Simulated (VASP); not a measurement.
# Ga3BSb2 (P6/mmm) in VASP: a series of runs

Ga3BSb2 is run at these levels: PBE; tasks: single point.

Everything below comes from runs of VASP 6.6.1. Logs are shortened: lines on timing, memory, paths and dates and some standing lists are left out, and cuts for length are marked.

**1. The cell of the first run**

Symmetry: P6/mmm, No. 191, hexagonal system. Conventional cell: a = 5.324 Å, b = 5.324 Å, c = 5.702 Å, α = 90.00°, β = 90.00°, γ = 120.00°. Within 3.5 Å of Ga (site symmetry mmm) lie 4 Ga at 2.66 Å and 4 Sb at 3.24 Å. Within 4.0 Å of B (site symmetry 6/mmm) lie 6 Sb at 3.07 Å and 12 Ga at 3.90 Å. Within 4.0 Å of Sb (site symmetry -6m2) lie 3 Sb at 3.07 Å and 3 B at 3.07 Å and 6 Ga at 3.24 Å.

The cell was built from a structure type or drawn by symmetry, and may not be a known phase.

**2. Single point, PBE**

INCAR reads:

```
SYSTEM = Ga3BSb2
PREC = Accurate
ENCUT = 520
EDIFF = 1E-7
ISMEAR = 0
SIGMA = 0.1
LREAL = .FALSE.
LASPH = .TRUE.
NELM = 100
ALGO = Normal
ISIF = 2
LWAVE = .FALSE.
LCHARG = .FALSE.
GGA = PE
NBANDS = 35
```

KPOINTS reads:

```
regular mesh
0
G
  12 12 8
  0 0 0
```

POSCAR reads:

```
Ga3BSb2
1.0
    5.3238585472      0.0000000000      0.0000000000
   -2.6619292736      4.6105967481      0.0000000000
    0.0000000000      0.0000000000      5.7016430570
Ga B Sb
3 1 2
Direct
    0.0000000000      0.5000000000      0.5000000000
    0.5000000000      0.0000000000      0.5000000000
    0.5000000000      0.5000000000      0.5000000000
    0.0000000000      0.0000000000      0.0000000000
    0.6666666667      0.3333333333      0.0000000000
    0.3333333333      0.6666666667      0.0000000000
```

Potentials or basis: VASP PAW PBE potentials, release 64 (Ga_d, B, Sb).

On the command line:

```console
$ cat potpaw_PBE.64/Ga_d/POTCAR potpaw_PBE.64/B/POTCAR potpaw_PBE.64/Sb/POTCAR > POTCAR
$ mpirun -np 1 vasp_std > vasp.out
```

OUTCAR:

```text
SYSTEM = Ga3BSb2
   PREC = Accurate
   ENCUT = 520
   EDIFF = 1E-7
   ISMEAR = 0
   LREAL = .FALSE.
   LASPH = .TRUE.
   NELM = 100
   ISIF = 2
   GGA = PE

 ion  position               nearest neighbor table
   1  0.000  0.500  0.500-   3 2.66   3 2.66   2 2.66   2 2.66   5 3.24   6 3.24   5 3.24   6 3.24

   2  0.500  0.000  0.500-   1 2.66   3 2.66   3 2.66   1 2.66   5 3.24   6 3.24   5 3.24   6 3.24

   3  0.500  0.500  0.500-   1 2.66   1 2.66   2 2.66   2 2.66   5 3.24   6 3.24   5 3.24   6 3.24

   4  0.000  0.000  0.000-
   5  0.667  0.333  0.000-   6 3.07   6 3.07   6 3.07   1 3.24   1 3.24   2 3.24   2 3.24   3 3.24
                             3 3.24
   6  0.333  0.667  0.000-   5 3.07   5 3.07   5 3.07   1 3.24   1 3.24   2 3.24   2 3.24   3 3.24
                             3 3.24

  LATTYP: Found a hexagonal cell.
 ALAT       =     5.3238585472
 C/A-ratio  =     1.0709606588

  Lattice vectors:

 A1 = (   5.3238585472,   0.0000000000,   0.0000000000)
 A2 = (  -2.6619292736,   4.6105967481,   0.0000000000)
 A3 = (   0.0000000000,   0.0000000000,   5.7016430570)

Analysis of symmetry for initial positions (statically):
=====================================================================
 Subroutine PRICEL returns:
 Original cell was already a primitive cell.

 Routine SETGRP: Setting up the symmetry group for a
 hexagonal supercell.

 Subroutine GETGRP returns: Found 24 space group operations
 (whereof 24 operations were pure point group operations)
 out of a pool of 24 trial point group operations.

The static configuration has the point symmetry D_6h.

Analysis of symmetry for dynamics (positions and initial velocities):
=====================================================================
 Subroutine PRICEL returns:
 Original cell was already a primitive cell.

 Routine SETGRP: Setting up the symmetry group for a
 hexagonal supercell.

 Subroutine GETGRP returns: Found 24 space group operations
 (whereof 24 operations were pure point group operations)
 out of a pool of 24 trial point group operations.

The dynamic configuration has the point symmetry D_6h.

 Subroutine INISYM returns: Found 24 space group operations
 (whereof 24 operations are pure point group operations),
 and found     1 'primitive' translations

----------------------------------------------------------------------------------------

                                     Primitive cell

  volume of cell :     139.9535

  direct lattice vectors                    reciprocal lattice vectors
     5.323858547  0.000000000  0.000000000     0.187833691  0.108445832  0.000000000
    -2.661929274  4.610596748  0.000000000     0.000000000  0.216891664  0.000000000
     0.000000000  0.000000000  5.701643057     0.000000000  0.000000000  0.175388040

  length of vectors
     5.323858547  5.323858547  5.701643057     0.216891664  0.216891664  0.175388040

  position of ions in fractional coordinates (direct lattice)
     1.000000000  0.500000000  0.500000000
     0.500000000  0.000000000  0.500000000
     0.500000000  0.500000000  0.500000000
     0.000000000  0.000000000  0.000000000
     0.666666667  0.333333333  0.000000000
     0.333333333  0.666666667  0.000000000

  ion indices of the primitive-cell ions
   primitive index   ion index
                 1           1
                 2           2
                 3           3
                 4           4
                 5           5
                 6           6

----------------------------------------------------------------------------------------

 KPOINTS: regular mesh

Automatic generation of k-mesh.
 Grid dimensions read from file:
 generate k-points for:   12   12    8

 Generating k-lattice:

  Cartesian coordinates                     Fractional coordinates (reciprocal lattice)
     0.015652808  0.009037153  0.000000000     0.083333333  0.000000000  0.000000000
     0.000000000  0.018074305  0.000000000     0.000000000  0.083333333  0.000000000
     0.000000000  0.000000000  0.021923505     0.000000000  0.000000000  0.125000000

  Length of vectors
     0.018074305  0.018074305  0.021923505

  Shift w.r.t. Gamma in fractional coordinates (k-lattice)
     0.000000000  0.000000000  0.000000000

 Subroutine IBZKPT returns following result:
 ===========================================

 Found     95 irreducible k-points:

 Following reciprocal coordinates:
            Coordinates               Weight
  0.000000  0.000000  0.000000      1.000000
  0.083333  0.000000  0.000000      6.000000
  0.166667  0.000000  0.000000      6.000000
  0.250000  0.000000  0.000000      6.000000
  0.333333  0.000000  0.000000      6.000000
  0.416667  0.000000  0.000000      6.000000
[... 16 lines left out ...]
  0.250000  0.000000  0.125000     12.000000
  0.333333  0.000000  0.125000     12.000000
 [... further k-points ...]
   k-points           NKPTS =     95   k-points in BZ     NKDIM =     95   number of bands    NBANDS=     35
   number of dos      NEDOS =    301   number of ions     NIONS =      6
   total plane-waves  NPLWV =  67200
   dimension x,y,z NGX =    40 NGY =   40 NGZ =   42
   dimension x,y,z NGXF=    80 NGYF=   80 NGZF=   84
   ions per type =               3   1   2
   NGX,Y,Z   is equivalent  to a cutoff of  12.49, 12.49, 12.25 a.u.
   NGXF,Y,Z  is equivalent  to a cutoff of  24.98, 24.98, 24.49 a.u.
 SYSTEM =  Ga3BSb2
   PREC   = accura    normal or accurate (medium, high low for compatibility)
   ISTART =      0    job   : 0-new  1-cont  2-samecut
   ICHARG =      2    charge: 1-file 2-atom 10-const
   ISPIN  =      1    spin polarized calculation?
   LNONCOLLINEAR =      F non collinear calculations
   LSORBIT =      F    spin-orbit coupling
   LASPH  =      T    aspherical Exc in radial PAW
   ENCUT  =  520.0 eV  38.22 Ry    6.18 a.u.   9.90  9.90 10.60*2*pi/ulx,y,z
   NELM   =    100;   NELMIN=  2; NELMDL= -5     # of ELM steps
   EDIFF  = 0.1E-06   stopping-criterion for ELM
   LREAL  =      F    real-space projection
   EDIFFG = 0.1E-05   stopping-criterion for IOM
   NSW    =      0    number of steps for IOM
   IBRION =     -1    ionic relax: 0-MD 1-quasi-New 2-CG
   NFREE  =      0    steps in history (QN), initial steepest desc. (CG)
   ISIF   =      2    stress and relaxation
   ISYM   =      2    0-nonsym 1-usesym 2-fastsym
   POTIM  = 0.5000    time-step for ionic-motion
   TEBEG  =    0.0;   TEEND  =   0.0 temperature during run
   PSTRESS=    0.0 pullay stress
   NELECT =      52.0000    total number of electrons
   NUPDOWN=      -1.0000    fix difference up-down
   EMIN   =  10.00;   EMAX   =-10.00  energy-range for DOS
   EFERMI =   0.00;   METHOD = LEGACY
   ISMEAR =     0;   SIGMA  =   0.10  broadening in eV -4-tet -1-fermi 0-gaus
   EFERMI_NEDOS =   21; number of points for ismear=-14 and -15
   IALGO  =     38    algorithm
   IMIX   =      4    mixing-type and parameters
     AMIX     =   0.40;   BMIX     =  1.00
     AMIX_MAG =   1.60;   BMIX_MAG =  1.00
  volume/ion in A,a.u.               =      23.33       157.41
  Fermi-wavevector in a.u.,A,eV,Ry     =   1.176923  2.224062 18.846080  1.385148
  Thomas-Fermi vector in A             =   2.313279
   LORBIT       =      0    0 simple, 1 ext, 2 COOP (PROOUT), +10 PAW based schemes
   GGA     = PE    functional components
   LHFCALC =     F    Hartree Fock is set to
   AEXX    =    0.0000 exact exchange contribution
   IVDW    =     0    specifies the selected vdW correction
   LEPSILON=     F    determine dielectric tensor
   LRPA    =     F    only Hartree local field effects (RPA)
 non-spin polarized calculation
 Gauss-broadening in eV      SIGMA  =   0.10
  energy-cutoff  :      520.00
  volume of cell :      139.95
 maximum number of plane-waves:      3801
 NGX is ok and might be reduce to    40
   NGX = 19   NGY = 19   NGZ = 21

 number of electron      52.0000006 magnetization

 Free energy of the ion-electron system (eV)
  ---------------------------------------------------
  ext. energy  EPLUGINS =         0.00000000
  ---------------------------------------------------
  free energy    TOTEN  =       -18.77834649 eV

  energy without entropy =      -18.76519042  energy(sigma->0) =      -18.77176845

 E-fermi :   5.2111     XC(G=0):  -9.8304

 val. band max:        5.1950831232   @ k =   0.4167   0.1667   0.1250
 cond. band min:       5.2190024867   @ k =   0.2500   0.0000   0.2500
 fundamental gap:      0.0239193635
 Fermi energy:         5.2111162896

 k-point     1 :       0.0000    0.0000    0.0000
  band No.  band energies     occupation
      1     -10.0478      2.00000
      2      -9.9138      2.00000
      3      -9.9138      2.00000
      4      -9.8545      2.00000
      5      -9.7528      2.00000
      6      -9.7163      2.00000
[... 27 lines left out ...]
     34      10.2818      0.00000
     35      11.1607      0.00000

 k-point     2 :       0.0833    0.0000    0.0000
  band No.  band energies     occupation
      1     -10.0396      2.00000
      2      -9.9117      2.00000
      3      -9.9051      2.00000
      4      -9.8506      2.00000
      5      -9.7503      2.00000
      6      -9.7160      2.00000
[... 27 lines left out ...]
     34      10.4641      0.00000
     35      10.8346      0.00000

 k-point     3 :       0.1667    0.0000    0.0000
  band No.  band energies     occupation
      1     -10.0168      2.00000
      2      -9.9050      2.00000
      3      -9.8798      2.00000
      4      -9.8395      2.00000
      5      -9.7432      2.00000
      6      -9.7148      2.00000
[... 27 lines left out ...]
     34      10.0768      0.00000
     35      10.7308      0.00000
[... 723 lines left out ...]
 k-point    23 :       0.2500    0.0000    0.1250
  band No.  band energies     occupation
      1      -9.9857      2.00000
      2      -9.8905      2.00000
      3      -9.8396      2.00000
      4      -9.8233      2.00000
      5      -9.7304      2.00000
      6      -9.7122      2.00000
[... 27 lines left out ...]
     34       9.3793      0.00000
     35      10.1578      0.00000

 k-point    24 :       0.3333    0.0000    0.1250
  band No.  band energies     occupation
      1      -9.9585      2.00000
      2      -9.8608      2.00000
      3      -9.8042      2.00000
      4      -9.7875      2.00000
      5      -9.7158      2.00000
      6      -9.7063      2.00000
[... 27 lines left out ...]
     34       9.4455      0.00000
     35       9.9548      0.00000

 [... further k-points ...]
[... 5 lines left out ...]
  --------------------------------------------------------------------------------------
  -------------------------------------------------------------------------------------
  Total        0.0506638      0.0506638     -0.0063501      0.0000000      0.0000000      0.0000000
  in kB        0.5799957      0.5799957     -0.0726950      0.0000000      0.0000000      0.0000000
  external PRESSURE =       0.3624322 kB  Pullay stress =       0.0000000 kB

 VOLUME and BASIS-vectors are now :
 -----------------------------------------------------------------------------
  energy-cutoff  :      520.00
  volume of cell :      139.95
      direct lattice vectors                 reciprocal lattice vectors
     5.323858547  0.000000000  0.000000000     0.187833691  0.108445832  0.000000000
    -2.661929274  4.610596748  0.000000000     0.000000000  0.216891664  0.000000000
     0.000000000  0.000000000  5.701643057     0.000000000  0.000000000  0.175388040

 POSITION                                       TOTAL-FORCE (eV/Angst)
 -----------------------------------------------------------------------------------
     -1.33096      2.30530      2.85082         0.000000      0.000000      0.000000
      2.66193      0.00000      2.85082         0.000000      0.000000      0.000000
      1.33096      2.30530      2.85082         0.000000      0.000000      0.000000
      0.00000      0.00000      0.00000         0.000000      0.000000      0.000000
      2.66193      1.53687      0.00000        -0.000000      0.000000      0.000000
     -0.00000      3.07373      0.00000         0.000000      0.000000      0.000000
 -----------------------------------------------------------------------------------
    total drift:                               -0.000000      0.000000     -0.000000

  FREE ENERGIE OF THE ION-ELECTRON SYSTEM (eV)
  ---------------------------------------------------
  free  energy   TOTEN  =       -18.7783464873 eV

  energy  without entropy=      -18.7651904160  energy(sigma->0) =      -18.77176845
```

Wall time 5.8 min (1 thread of Intel Xeon Platinum 8488C (Sapphire Rapids), shared host); peak memory 0.53 GiB.

What came out:

```
Free energy            : -18.7783 eV
Pressure               : 0.0 GPa
Band gap on the k mesh : zero (bands 26 and 27 overlap by 2.87 eV)
```

Levels at points of the mesh, in eV from the Fermi level:
| k point | band 22 | band 23 | band 24 | band 25 | band 26 | band 27 | band 28 | band 29 | band 30 | band 31 |
| --- | --- | --- | --- | --- | --- | --- | --- | --- | --- | --- |
| (0.00, 0.00, 0.00) | -4.07 | -2.27 | -2.27 | -2.26 | -0.68 | -0.68 | 0.14 | 0.62 | 0.62 | 1.43 |
| (0.50, 0.00, 0.00) | -3.72 | -2.62 | -1.95 | -1.29 | 0.59 | 0.65 | 0.67 | 1.87 | 1.93 | 2.14 |
| (0.00, 0.00, 0.50) | -3.32 | -2.54 | -2.54 | -1.78 | -1.78 | -0.70 | -0.44 | -0.44 | 0.30 | 1.11 |
| (0.50, 0.00, 0.50) | -3.52 | -2.24 | 0.22 | 0.44 | 0.85 | 0.88 | 1.36 | 1.91 | 2.33 | 2.67 |

Caveat: spin-orbit coupling is left out, which moves the levels of the heavy elements.

**3. Single point, PBE**

This run uses another cell than the first one, of 19.69 Å³/atom.

INCAR reads:

```
  ALGO = Normal
  EDIFF = 1E-6
  ENCUT = 520
  GGA = PE
  ISIF = 2
  ISMEAR = 0
  LASPH = T
  LCHARG = T
  LELF = T
  LREAL = F
  LVHAR = T
  LWAVE = F
  NBANDS = 35
  NELM = 80
  PREC = Accurate
  SIGMA = 0.1
```

KPOINTS reads:

```
k-points
0
Gamma
  3 3 6
```

POSCAR reads:

```
Ga3BSb2
1.0
    6.2862575700      0.0000000000      0.0000000000
   -3.1431287800      5.4440587500      0.0000000000
    0.0000000000      0.0000000000      3.4523768200
Ga B Sb
3 1 2
Direct
    0.0000000000      0.5000000000      0.5000000000
    0.5000000000      0.0000000000      0.5000000000
    0.5000000000      0.5000000000      0.5000000000
    0.0000000000      0.0000000000      0.0000000000
    0.6666666700      0.3333333300      0.0000000000
    0.3333333300      0.6666666700      0.0000000000
```

Potentials or basis: VASP PAW PBE potentials, release 64 (Ga_d, B, Sb).

On the command line:

```console
$ cat potpaw_PBE.64/Ga_d/POTCAR potpaw_PBE.64/B/POTCAR potpaw_PBE.64/Sb/POTCAR > POTCAR
$ mpirun -np 1 vasp_std > vasp.out
```

OUTCAR:

```text
EDIFF = 1E-6
   ENCUT = 520
   GGA = PE
   ISIF = 2
   ISMEAR = 0
   LASPH = T
   LREAL = F
   NELM = 80
   PREC = Accurate

 ion  position               nearest neighbor table
   1  0.000  0.500  0.500-   5 2.50   6 2.50   5 2.50   6 2.50
   2  0.500  0.000  0.500-   5 2.50   6 2.50   5 2.50   6 2.50
   3  0.500  0.500  0.500-   5 2.50   6 2.50   5 2.50   6 2.50
   4  0.000  0.000  0.000-
   5  0.667  0.333  0.000-   2 2.50   2 2.50   1 2.50   1 2.50   3 2.50   3 2.50   6 3.63   6 3.63
                             6 3.63
   6  0.333  0.667  0.000-   2 2.50   2 2.50   1 2.50   1 2.50   3 2.50   3 2.50   5 3.63   5 3.63
                             5 3.63

  LATTYP: Found a hexagonal cell.
 ALAT       =     6.2862575700
 C/A-ratio  =     0.5491942991

  Lattice vectors:

 A1 = (   6.2862575700,   0.0000000000,   0.0000000000)
 A2 = (  -3.1431287800,   5.4440587500,   0.0000000000)
 A3 = (   0.0000000000,   0.0000000000,   3.4523768200)

Analysis of symmetry for initial positions (statically):
=====================================================================
[... 171 lines left out ...]
 cond. band min:       7.0245511727   @ k =   0.3333   0.0000   0.0000
 fundamental gap:      0.0875523275
 Fermi energy:         7.0065927926

 k-point     1 :       0.0000    0.0000    0.0000
  band No.  band energies     occupation
      1      -9.0404      2.00000
      2      -8.8150      2.00000
      3      -8.7216      2.00000
      4      -8.6863      2.00000
      5      -8.6863      2.00000
      6      -8.6486      2.00000
[... 445 lines left out ...]
     34      10.0177      0.00000
     35      11.6900      0.00000

------------------------ aborting loop because EDIFF is reached ----------------------------------------

  FORCE on cell =-STRESS in cart. coord.  units (eV):
  Direction    XX          YY          ZZ          XY          YZ          ZX
  --------------------------------------------------------------------------------------
  -------------------------------------------------------------------------------------
  Total       17.8934730     17.8934730     29.2082992      0.0000000      0.0000000      0.0000000
  in kB      242.6453971    242.6453971    396.0807035      0.0000002      0.0000000      0.0000000
  external PRESSURE =     293.7904992 kB  Pullay stress =       0.0000000 kB

 VOLUME and BASIS-vectors are now :
 -----------------------------------------------------------------------------
  energy-cutoff  :      520.00
  volume of cell :      118.15
      direct lattice vectors                 reciprocal lattice vectors
     6.286257570  0.000000000  0.000000000     0.159077160  0.091843241  0.000000000
    -3.143128780  5.444058750  0.000000000     0.000000000  0.183686482  0.000000000
     0.000000000  0.000000000  3.452376820     0.000000000  0.000000000  0.289655519

 POSITION                                       TOTAL-FORCE (eV/Angst)
 -----------------------------------------------------------------------------------
     -1.57156      2.72203      1.72619         0.000000      0.000000      0.000000
      3.14313      0.00000      1.72619         0.000000      0.000000      0.000000
      1.57156      2.72203      1.72619         0.000000      0.000000      0.000000
      0.00000      0.00000      0.00000         0.000000      0.000000      0.000000
      3.14313      1.81469      0.00000         0.000000      0.000000      0.000000
     -0.00000      3.62937      0.00000        -0.000000      0.000000      0.000000
 -----------------------------------------------------------------------------------
    total drift:                                0.000000      0.000000     -0.000000

  FREE ENERGIE OF THE ION-ELECTRON SYSTEM (eV)
  ---------------------------------------------------
  free  energy   TOTEN  =       -13.8375699726 eV

  energy  without entropy=      -13.8167397877  energy(sigma->0) =      -13.82715488
```

stdout:

```text
POSCAR found type information on POSCAR GaB Sb
 POSCAR found :  3 types and       6 ions
 scaLAPACK will be used
 LDA part: xc-table for (Slater+PW92), standard interpolation
 POSCAR, INCAR and KPOINTS ok, starting setup
 FFT: planning ... GRIDC
 FFT: planning ... GRID_SOFT
 FFT: planning ... GRID
 WAVECAR not read
 entering main loop
```

Wall time 68 s (1 thread of Intel Xeon 8259CL, shared host); peak memory 0.27 GiB.

What came out:

* Free energy: -13.8376 eV
* Pressure: 29.4 GPa
* Band gap on the k mesh: zero (bands 26 and 27 overlap by 1.90 eV)

Levels at points of the mesh, in eV from the Fermi level:
```csv
k point,band 22,band 23,band 24,band 25,band 26,band 27,band 28,band 29,band 30,band 31
"(0.00, 0.00, 0.00)",-4.69,-2.27,0.73,0.73,0.86,1.41,2.86,3.82,3.82,4.28
"(0.00, 0.00, 0.50)",-4.65,-4.65,-4.36,-1.44,-1.44,-0.94,-0.94,-0.62,2.53,2.53
```

Caveat: the k points lie up to 0.38 Å⁻¹ apart, too coarse for converged energies and pressures of a metal; spin-orbit coupling is left out, which moves the levels of the heavy elements.
